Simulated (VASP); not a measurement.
Runs of VASP 6.6.1 on Si2W. The structure is that of space group P6_222 (No. 180), or close to it. The cells are those of the table. 

| cell | gap on the mesh (eV) | pressure (GPa) | largest force (eV/Å) |
| --- | --- | --- | --- |
| a = 4.690, b = 4.690, c = 6.768 Å, angles 90.0, 90.0, 120.0°, 9 atoms | (c) | -14.6 | 0.04 |
| a = 4.347, b = 4.347, c = 6.768 Å, angles 90.0, 90.0, 120.0°, 9 atoms | 0.35 | (b) | 0.09 |
| a = 4.347, b = 4.347, c = 6.933 Å, angles 90.0, 90.0, 120.0°, 9 atoms | 0.51 | 17.3 | 0.14 |
| a = 4.805, b = 4.805, c = 6.603 Å, angles 90.0, 90.0, 120.0°, 9 atoms | 0.01 | (a) | 0.01 |
| a = 4.690, b = 4.690, c = 6.933 Å, angles 90.0, 90.0, 120.0°, 9 atoms | 0.11 | -18.5 | 0.07 |

Alike in all rows: task single point; level PBEsol; potentials or basis VASP PAW PBE potentials, release 64 (Si, W_sv); no spin polarisation; k mesh 12 × 12 × 6; cutoff (eV) 520; smearing gaussian 0.15 eV.

Fill in the values left out.

(a) -17.1; (b) 23.6; (c) 0.02.

Caveats: the PAW data sets were made with another functional, which shifts forces and pressure a little; spin-orbit coupling is left out, which moves the levels of the heavy elements; the cell stands under tension (at least some runs); the stress differs along the axes, from 6 to 33 GPa (at least some runs); the stress differs along the axes, from -4 to 28 GPa (at least some runs); the stress differs along the axes, from -20 to -12 GPa (at least some runs); the stress differs along the axes, from -22 to -17 GPa (at least some runs).

A k mesh can miss the band edges, and the runs leave out spin-orbit coupling on W.
